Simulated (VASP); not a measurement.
Set up this calculation in VASP 6.6.1, as the native input.

```yaml
Task: electric field gradients
Functional: LDA
Potentials_or_basis: VASP PAW LDA potentials, release 64 (Ta_pv, Ru_pv)
Cutoff: 400 eV
k_mesh: 13 × 13 × 13
Occupations: fermi-dirac, width 0.03 eV
Spin: no spin polarisation
Dipole_correction: no
Further_INCAR_settings: ALGO = Normal; EDIFF = 1e-08; NBANDS = 20
```

The structure of TaRu lies in POSCAR:

```
TaRu
1.0
    3.1870000000      0.0159350000      0.0159350000
    0.0159350000      3.1870000000      0.0159350000
    0.0159350000      0.0159350000      3.1870000000
Ta Ru
1 1
Direct
    0.5000000000      0.5000000000      0.5000000000
    0.0000000000      0.0000000000      0.0000000000
```

This cell differs from its parent crystal: equal xy, yz and zx shear strains of +1 %.

One way to write it, as run:

INCAR

```
SYSTEM = TaRu
PREC = Accurate
ENCUT = 400
EDIFF = 1E-8
ISMEAR = -1
SIGMA = 0.03
LREAL = .False.
LASPH = .True.
NELM = 120
ALGO = Normal
ISIF = 2
LWAVE = .False.
LCHARG = .False.
LEFG = .True.
NBANDS = 20
GGA_COMPAT = .False.
```

KPOINTS

```
Automatic mesh
0
Gamma
  13 13 13
  0 0 0
```

Potentials or basis: VASP PAW LDA potentials, release 64 (Ta_pv, Ru_pv).

Launch:

```console
$ cat potpaw_LDA.64/Ta_pv/POTCAR potpaw_LDA.64/Ru_pv/POTCAR > POTCAR
$ mpirun -np 1 vasp_std > vasp.out
```

Results of the run:

* Pressure: -15.9 GPa
* Band gap on the k mesh: zero (an odd number of electrons rules out a gap without spin polarisation)
* Largest electric field gradient by atom: Ta +2.8; Ru -4.3 V/Å²

Caveat: the cell differs from its parent crystal (equal xy, yz and zx shear strains of +1 %); the cell stands under tension; without QUAD_EFG the Cq values of the log hold for a quadrupole moment of 1 mb, not for the nuclei; spin-orbit coupling is left out, which moves the levels of the heavy elements.

Wall time 99 s on 1 thread of AMD EPYC 7R43 64-Core Processor (Zen 3), on a shared host, peak memory 0.17 GiB.
